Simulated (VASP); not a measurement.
Input of a VASP 6.6.1 run:

Contents of INCAR:

```
SYSTEM = CrBrO
PREC     = Accurate       ! precision mode
ENCUT    = 600            ! plane-wave cutoff, eV
EDIFF    = 1E-6           ! SCF threshold, eV
ISMEAR   = -1             ! smearing method
SIGMA    = 0.1            ! smearing width, eV
LREAL    = .FALSE.        ! projectors in reciprocal space
LASPH    = .TRUE.         ! aspherical terms in the spheres
NELM     = 80             ! most SCF steps
ALGO     = Normal         ! electronic algorithm
ISIF     = 3              ! what is computed and relaxed
LWAVE    = .FALSE.        ! write WAVECAR
LCHARG   = .FALSE.        ! write CHGCAR
IBRION   = 2              ! ionic algorithm
NSW      = 60             ! ionic steps
EDIFFG   = -0.01          ! ionic threshold
```

Contents of KPOINTS:

```
regular mesh
0
G
  5 6 2
  0 0 0
```

File POSCAR:

```
CrBrO
1.0
    3.8368800000      0.0000000000      0.0000000000
    0.0000000000      3.2101470000      0.0000000000
    0.0000000000      0.0000000000      8.3034740000
Cr O Br
2 2 2
Direct
    0.2500000000      0.2500000000      0.1020000000
    0.7500000000      0.7500000000      0.8980000000
    0.2500000000      0.7500000000      0.9650000000
    0.7500000000      0.2500000000      0.0350000000
    0.2500000000      0.7500000000      0.3200000000
    0.7500000000      0.2500000000      0.6800000000
```

Potentials or basis: VASP PAW LDA potentials, release 64 (Cr_pv, O, Br).

Launch:

```bash
$ cat potpaw_LDA.64/Cr_pv/POTCAR potpaw_LDA.64/O/POTCAR potpaw_LDA.64/Br/POTCAR > POTCAR
$ mpirun -np 1 vasp_std > vasp.out
```

(1) What does it give for the band gap on the k mesh?

(2) Estimate the relaxed cell.

## Answers

(1) zero (bands 25 and 26 overlap by 0.27 eV).

(2) a = 3.744 Å, b = 3.193 Å, c = 7.563 Å, α = 90.00°, β = 90.00°, γ = 90.00°.

Caveat: the k points lie up to 0.42 Å⁻¹ apart in the final cell; the run has no spin polarisation, though such a crystal can be magnetic; semilocal functionals often make such compounds metallic where correlation or magnetic order opens a gap, which also shifts bond lengths.
